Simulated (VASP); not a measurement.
# Re (P6_3/mmc) in VASP: further runs

Re is run at these levels: PBE; tasks: electric field gradients.

Everything below comes from runs of VASP 6.6.1. Logs are shortened: lines on timing, memory, paths and dates and some standing lists are left out, and cuts for length are marked.

## 1. The cell of the first run

Symmetry: P6_3/mmc, No. 194, hexagonal system. The conventional cell has a = 2.551 Å, b = 2.551 Å, c = 4.162 Å, α = 90.00°, β = 90.00°, γ = 120.00°. Within 3.4 Å of Re (site symmetry -6m2) lie 12 Re at 2.55 Å.

## 2. Electric field gradients, PBE (x and y stretched by -2 %, z held)

Input file INCAR:

```
SYSTEM = Re
PREC     = Accurate       ! precision mode
ENCUT    = 520            ! plane-wave cutoff, eV
EDIFF    = 1E-8           ! SCF threshold, eV
ISMEAR   = -1             ! smearing method
SIGMA    = 0.05           ! smearing width, eV
LREAL    = .FALSE.        ! projectors in reciprocal space
LASPH    = .TRUE.         ! aspherical terms in the spheres
NELM     = 80             ! most SCF steps
ALGO     = Normal         ! electronic algorithm
ISIF     = 2              ! what is computed and relaxed
LWAVE    = .FALSE.        ! write WAVECAR
LCHARG   = .FALSE.        ! write CHGCAR
GGA      = PE             ! functional
LEFG     = .TRUE.       
NBANDS   = 14             ! bands
```

Input file KPOINTS:

```
Automatic mesh
0
G
  18 18 10
  0 0 0
```

Input file POSCAR:

```
Re
1.0
    2.5508430510      0.0000000000      0.0000000000
   -1.2754215255      2.2090948832      0.0000000000
    0.0000000000      0.0000000000      4.1620000000
Re
2
Direct
    0.3333333333      0.6666666667      0.2500000000
    0.6666666667      0.3333333333      0.7500000000
```

Potentials or basis: VASP PAW PBE potentials, release 64 (Re).

Run with:

```
$ cat potpaw_PBE.64/Re/POTCAR > POTCAR
$ mpirun -np 1 vasp_std > vasp.out
```

OUTCAR:

```text
SYSTEM = Re
   PREC = Accurate
   ENCUT = 520
   EDIFF = 1E-8
   ISMEAR = -1
   LREAL = .FALSE.
   LASPH = .TRUE.
   NELM = 80
   ISIF = 2
   GGA = PE

 ion  position               nearest neighbor table
   1  0.333  0.667  0.250-   2 2.55   2 2.55   2 2.55   2 2.55   2 2.55   2 2.55
   2  0.667  0.333  0.750-   1 2.55   1 2.55   1 2.55   1 2.55   1 2.55   1 2.55

  LATTYP: Found a hexagonal cell.
 ALAT       =     2.5508430510
 C/A-ratio  =     1.6316174366

  Lattice vectors:

 A1 = (   2.5508430510,   0.0000000000,   0.0000000000)
 A2 = (  -1.2754215255,   2.2090948832,   0.0000000000)
 A3 = (   0.0000000000,   0.0000000000,   4.1620000000)

Analysis of symmetry for initial positions (statically):
=====================================================================
 Subroutine PRICEL returns:
 Original cell was already a primitive cell.

 Routine SETGRP: Setting up the symmetry group for a
 hexagonal supercell.

 Subroutine GETGRP returns: Found 24 space group operations
 (whereof 12 operations were pure point group operations)
 out of a pool of 24 trial point group operations.

The static configuration has the point symmetry D_3d.
 The point group associated with its full space group is D_6h.

Analysis of symmetry for dynamics (positions and initial velocities):
=====================================================================
 Subroutine PRICEL returns:
 Original cell was already a primitive cell.

 Routine SETGRP: Setting up the symmetry group for a
 hexagonal supercell.

 Subroutine GETGRP returns: Found 24 space group operations
 (whereof 12 operations were pure point group operations)
 out of a pool of 24 trial point group operations.

The dynamic configuration has the point symmetry D_3d.
 The point group associated with its full space group is D_6h.

 Subroutine INISYM returns: Found 24 space group operations
 (whereof 12 operations are pure point group operations),
 and found     1 'primitive' translations

----------------------------------------------------------------------------------------

                                     Primitive cell

  volume of cell :      23.4531

[... 136 lines left out ...]
 E-fermi :  11.0193     XC(G=0): -15.0129

 val. band max:       10.9861367787   @ k =   0.1667   0.0556   0.2000
 cond. band min:      11.0270007892   @ k =   0.0556   0.0556   0.1000
 fundamental gap:      0.0408640104
 Fermi energy:        11.0192798014

 k-point     1 :       0.0000    0.0000    0.0000
  band No.  band energies     occupation
      1      -0.4289      2.00000
      2       2.4866      2.00000
      3       8.5164      2.00000
      4       8.6686      2.00000
      5       8.6686      2.00000
      6       9.8294      2.00000
      7       9.8294      2.00000
      8      11.2514      0.01907
      9      11.2514      0.01907
     10      12.2626      0.00000
     11      15.4855      0.00000
     12      15.4855      0.00000
     13      24.0840      0.00000
     14      25.3597      0.00000
[... 377 lines left out ...]
      1       3.4983      2.00000
      2       3.9256      2.00000
      3       4.2014      2.00000
      4       8.0565      2.00000
      5       8.5925      2.00000
      6       9.1524      2.00000
      7      10.1450      2.00000
      8      15.3421      0.00000
      9      16.2377      0.00000
     10      16.5417      0.00000
     11      18.9497      0.00000
     12      22.4266      0.00000
     13      24.0435      0.00000
     14      24.7232      0.00000

 [... further k-points ...]

------------------------ aborting loop because EDIFF is reached ----------------------------------------

  FORCE on cell =-STRESS in cart. coord.  units (eV):
  Direction    XX          YY          ZZ          XY          YZ          ZX
  --------------------------------------------------------------------------------------
  -------------------------------------------------------------------------------------
  Total       22.8822966     22.8822966     21.4704402     -0.0000000      0.0000000     -0.0000000
  in kB     1563.1836706   1563.1836706   1466.7339589     -0.0000000      0.0000000     -0.0000000
  external PRESSURE =    1531.0337667 kB  Pullay stress =       0.0000000 kB

 VOLUME and BASIS-vectors are now :
 -----------------------------------------------------------------------------
  energy-cutoff  :      520.00
  volume of cell :       23.45
      direct lattice vectors                 reciprocal lattice vectors
     2.550843051  0.000000000  0.000000000     0.392027255  0.226337041  0.000000000
    -1.275421526  2.209094883  0.000000000     0.000000000  0.452674083  0.000000000
     0.000000000  0.000000000  4.162000000     0.000000000  0.000000000  0.240269101

 POSITION                                       TOTAL-FORCE (eV/Angst)
 -----------------------------------------------------------------------------------
     -0.00000      1.47273      1.04050         0.000000      0.000000      0.000000
      1.27542      0.73636      3.12150        -0.000000      0.000000      0.000000
 -----------------------------------------------------------------------------------
    total drift:                                0.000000     -0.000000     -0.000000

  FREE ENERGIE OF THE ION-ELECTRON SYSTEM (eV)
  ---------------------------------------------------
  free  energy   TOTEN  =       -22.3801047110 eV

  energy  without entropy=      -22.3705516122  energy(sigma->0) =      -22.37532816

 Electric field gradients (V/A^2)
---------------------------------------------------------------------
 ion       V_xx      V_yy      V_zz      V_xy      V_xz      V_yz
---------------------------------------------------------------------
   1      31.114    31.113   -62.227    -0.000     0.000    -0.000
   2      31.114    31.113   -62.227    -0.000    -0.000     0.000
---------------------------------------------------------------------

 Electric field gradients after diagonalization (V/A^2)
 (convention: |V_zz| > |V_xx| > |V_yy|)
----------------------------------------------------------------------
 ion       V_xx      V_yy      V_zz     asymmetry (V_yy - V_xx)/ V_zz
----------------------------------------------------------------------
   1      31.114    31.113   -62.227       0.000
   2      31.114    31.113   -62.227       0.000
----------------------------------------------------------------------

           NMR quadrupolar parameters

 Cq : quadrupolar parameter    Cq=e*Q*V_zz/h
 eta: asymmetry parameters     (V_yy - V_xx)/ V_zz
 Q  : nuclear electric quadrupole moment in mb (millibarn)
----------------------------------------------------------------------
 ion       Cq(MHz)       eta       Q (mb)
----------------------------------------------------------------------
   1      -0.150       0.000       1.000
   2      -0.150       0.000       1.000
----------------------------------------------------------------------
```

Run time: 1.9 min. Hardware: 1 thread of Intel Xeon 8259CL, shared host; peak memory 0.19 GiB.

What came out:

* Free energy: -22.3801 eV
* Pressure: 153.1 GPa
* Band gap on the k mesh: zero (bands 7 and 8 overlap by 4.93 eV)
* Largest electric field gradient by atom: Re -62.2 V/Å²

Electric field gradients, principal values (V/Å²):
| atom | least | middle | greatest (by size) |
| --- | --- | --- | --- |
| 1 Re | 31.113 | 31.114 | -62.227 |
| 2 Re | 31.113 | 31.114 | -62.227 |

Caveat: the cell differs from its parent crystal (x and y stretched by -2 %, z held); the stress differs along the axes, from 147 to 156 GPa; without QUAD_EFG the Cq values of the log hold for a quadrupole moment of 1 mb, not for the nuclei; spin-orbit coupling is left out, which moves the levels of the heavy elements.

## 3. Electric field gradients, PBE (z stretched by +3 % at fixed volume)

Input file INCAR:

```
PREC = Accurate
ENCUT = 520
EDIFF = 1E-8
ISMEAR = -1
SIGMA = 0.05
LREAL = F
LASPH = T
NELM = 80
ALGO = Normal
ISIF = 2
LWAVE = F
LCHARG = F
GGA = PE
LEFG = T
NBANDS = 14
```

Input file KPOINTS:

```
regular mesh
0
Gamma
  18 18 10
```

Input file POSCAR:

```
Re
1.0
    2.5647146349      0.0000000000      0.0000000000
   -1.2823573174      2.2211080272      0.0000000000
    0.0000000000      0.0000000000      4.2868600000
Re
2
Direct
    0.3333333333      0.6666666667      0.2500000000
    0.6666666667      0.3333333333      0.7500000000
```

Potentials or basis: VASP PAW PBE potentials, release 64 (Re).

Run with:

```
$ cat potpaw_PBE.64/Re/POTCAR > POTCAR
$ mpirun -np 1 vasp_std > vasp.out
```

OUTCAR:

```text
PREC = Accurate
   ENCUT = 520
   EDIFF = 1E-8
   ISMEAR = -1
   LREAL = F
   LASPH = T
   NELM = 80
   ISIF = 2
   GGA = PE

 ion  position               nearest neighbor table
   1  0.333  0.667  0.250-   2 2.61   2 2.61   2 2.61   2 2.61   2 2.61   2 2.61
   2  0.667  0.333  0.750-   1 2.61   1 2.61   1 2.61   1 2.61   1 2.61   1 2.61

  LATTYP: Found a hexagonal cell.
 ALAT       =     2.5647146349
 C/A-ratio  =     1.6714764059

  Lattice vectors:

 A1 = (   2.5647146349,   0.0000000000,   0.0000000000)
 A2 = (  -1.2823573174,   2.2211080272,   0.0000000000)
 A3 = (   0.0000000000,   0.0000000000,   4.2868600000)

Analysis of symmetry for initial positions (statically):
=====================================================================
 Subroutine PRICEL returns:
 Original cell was already a primitive cell.

 Routine SETGRP: Setting up the symmetry group for a
 hexagonal supercell.

 Subroutine GETGRP returns: Found 24 space group operations
 (whereof 12 operations were pure point group operations)
 out of a pool of 24 trial point group operations.

The static configuration has the point symmetry D_3d.
 The point group associated with its full space group is D_6h.

Analysis of symmetry for dynamics (positions and initial velocities):
=====================================================================
 Subroutine PRICEL returns:
 Original cell was already a primitive cell.

 Routine SETGRP: Setting up the symmetry group for a
 hexagonal supercell.

 Subroutine GETGRP returns: Found 24 space group operations
 (whereof 12 operations were pure point group operations)
 out of a pool of 24 trial point group operations.

The dynamic configuration has the point symmetry D_3d.
 The point group associated with its full space group is D_6h.

 Subroutine INISYM returns: Found 24 space group operations
 (whereof 12 operations are pure point group operations),
 and found     1 'primitive' translations

----------------------------------------------------------------------------------------

                                     Primitive cell

  volume of cell :      24.4201

  direct lattice vectors                    reciprocal lattice vectors
     2.564714635  0.000000000  0.000000000     0.389906926  0.225112869  0.000000000
    -1.282357317  2.221108027  0.000000000     0.000000000  0.450225738  0.000000000
     0.000000000  0.000000000  4.286860000     0.000000000  0.000000000  0.233270972

  length of vectors
     2.564714635  2.564714635  4.286860000     0.450225738  0.450225738  0.233270972

  position of ions in fractional coordinates (direct lattice)
     0.333333333  0.666666667  0.250000000
     0.666666667  0.333333333  0.750000000

  ion indices of the primitive-cell ions
   primitive index   ion index
                 1           1
                 2           2

----------------------------------------------------------------------------------------

 KPOINTS: regular mesh

Automatic generation of k-mesh.
 Grid dimensions read from file:
 generate k-points for:   18   18   10
[... 84 lines left out ...]
     AMIX_MAG =   1.60;   BMIX_MAG =  1.00
  volume/ion in A,a.u.               =      12.21        82.40
  Fermi-wavevector in a.u.,A,eV,Ry     =   1.359987  2.570003 25.164863  1.849565
  Thomas-Fermi vector in A             =   2.486688
   LORBIT       =      0    0 simple, 1 ext, 2 COOP (PROOUT), +10 PAW based schemes
   GGA     = PE    functional components
   LHFCALC =     F    Hartree Fock is set to
   AEXX    =    0.0000 exact exchange contribution
   IVDW    =     0    specifies the selected vdW correction
   LEPSILON=     F    determine dielectric tensor
   LRPA    =     F    only Hartree local field effects (RPA)
 non-spin polarized calculation
  energy-cutoff  :      520.00
  volume of cell :       24.42
 maximum number of plane-waves:       672
 NGX is ok and might be reduce to    20
   NGX =  9   NGY =  9   NGZ = 15

 number of electron      13.9999999 magnetization

 Free energy of the ion-electron system (eV)
  ---------------------------------------------------
  ext. energy  EPLUGINS =         0.00000000
  ---------------------------------------------------
  free energy    TOTEN  =       -23.14447240 eV

  energy without entropy =      -23.13505866  energy(sigma->0) =      -23.13976553

 E-fermi :  10.4603     XC(G=0): -14.7806

 val. band max:       10.4592360028   @ k =   0.1111   0.0000   0.0000
 cond. band min:      10.4647865662   @ k =   0.1667   0.0556   0.2000
 fundamental gap:      0.0055505634
 Fermi energy:        10.4603209212

 k-point     1 :       0.0000    0.0000    0.0000
  band No.  band energies     occupation
      1      -0.7557      2.00000
      2       2.2515      2.00000
      3       7.7212      2.00000
      4       8.2924      2.00000
      5       8.2924      2.00000
      6       9.2909      2.00000
      7       9.2909      2.00000
      8      10.9636      0.00008
      9      10.9636      0.00008
     10      11.1581      0.00000
     11      14.7221      0.00000
     12      14.7221      0.00000
     13      22.6770      0.00000
     14      24.9065      0.00000
[... 377 lines left out ...]
      1       3.3230      2.00000
      2       3.6810      2.00000
      3       3.8466      2.00000
      4       7.7709      2.00000
      5       8.0962      2.00000
      6       8.4528      2.00000
      7       9.4270      2.00000
      8      14.4800      0.00000
      9      15.3936      0.00000
     10      15.4819      0.00000
     11      18.1068      0.00000
     12      21.4682      0.00000
     13      22.9138      0.00000
     14      23.8985      0.00000

 [... further k-points ...]

------------------------ aborting loop because EDIFF is reached ----------------------------------------

  FORCE on cell =-STRESS in cart. coord.  units (eV):
  Direction    XX          YY          ZZ          XY          YZ          ZX
  --------------------------------------------------------------------------------------
  -------------------------------------------------------------------------------------
  Total       19.4877995     19.4877995     14.8098809      0.0000000      0.0000000      0.0000000
  in kB     1278.5724814   1278.5724813    971.6595359      0.0000000      0.0000000      0.0000000
  external PRESSURE =    1176.2681662 kB  Pullay stress =       0.0000000 kB

 VOLUME and BASIS-vectors are now :
 -----------------------------------------------------------------------------
  energy-cutoff  :      520.00
  volume of cell :       24.42
      direct lattice vectors                 reciprocal lattice vectors
     2.564714635  0.000000000  0.000000000     0.389906926  0.225112869  0.000000000
    -1.282357317  2.221108027  0.000000000     0.000000000  0.450225738  0.000000000
     0.000000000  0.000000000  4.286860000     0.000000000  0.000000000  0.233270972

 POSITION                                       TOTAL-FORCE (eV/Angst)
 -----------------------------------------------------------------------------------
     -0.00000      1.48074      1.07171        -0.000000     -0.000000      0.000000
      1.28236      0.74037      3.21514         0.000000      0.000000      0.000000
 -----------------------------------------------------------------------------------
    total drift:                                0.000000     -0.000000     -0.000000

  FREE ENERGIE OF THE ION-ELECTRON SYSTEM (eV)
  ---------------------------------------------------
  free  energy   TOTEN  =       -23.1444723988 eV

  energy  without entropy=      -23.1350586641  energy(sigma->0) =      -23.13976553

 Electric field gradients (V/A^2)
---------------------------------------------------------------------
 ion       V_xx      V_yy      V_zz      V_xy      V_xz      V_yz
---------------------------------------------------------------------
   1       3.218     3.218    -6.436     0.000     0.000    -0.000
   2       3.218     3.218    -6.436     0.000    -0.000     0.000
---------------------------------------------------------------------

 Electric field gradients after diagonalization (V/A^2)
 (convention: |V_zz| > |V_xx| > |V_yy|)
----------------------------------------------------------------------
 ion       V_xx      V_yy      V_zz     asymmetry (V_yy - V_xx)/ V_zz
----------------------------------------------------------------------
   1       3.218     3.218    -6.436       0.000
   2       3.218     3.218    -6.436       0.000
----------------------------------------------------------------------

           NMR quadrupolar parameters

 Cq : quadrupolar parameter    Cq=e*Q*V_zz/h
 eta: asymmetry parameters     (V_yy - V_xx)/ V_zz
 Q  : nuclear electric quadrupole moment in mb (millibarn)
----------------------------------------------------------------------
 ion       Cq(MHz)       eta       Q (mb)
----------------------------------------------------------------------
   1      -0.016       0.000       1.000
   2      -0.016       0.000       1.000
----------------------------------------------------------------------
```

It took 1.7 min on 1 thread of Intel Xeon 8259CL, shared host; peak memory 0.19 GiB.

Results:

| Item | Value |
| --- | --- |
| Free energy | -23.1445 eV |
| Pressure | 117.6 GPa |
| Band gap on the k mesh | zero (bands 7 and 8 overlap by 4.42 eV) |
| Largest electric field gradient by atom | Re -6.4 V/Å² |

Electric field gradients, principal values (V/Å²):
| atom | least | middle | greatest (by size) |
| --- | --- | --- | --- |
| 1 Re | 3.218 | 3.218 | -6.436 |
| 2 Re | 3.218 | 3.218 | -6.436 |

Caveat: the stress differs along the axes, from 97 to 128 GPa; without QUAD_EFG the Cq values of the log hold for a quadrupole moment of 1 mb, not for the nuclei; spin-orbit coupling is left out, which moves the levels of the heavy elements.

The gap in the log of VASP goes by the Fermi energy; the results here count the filled bands.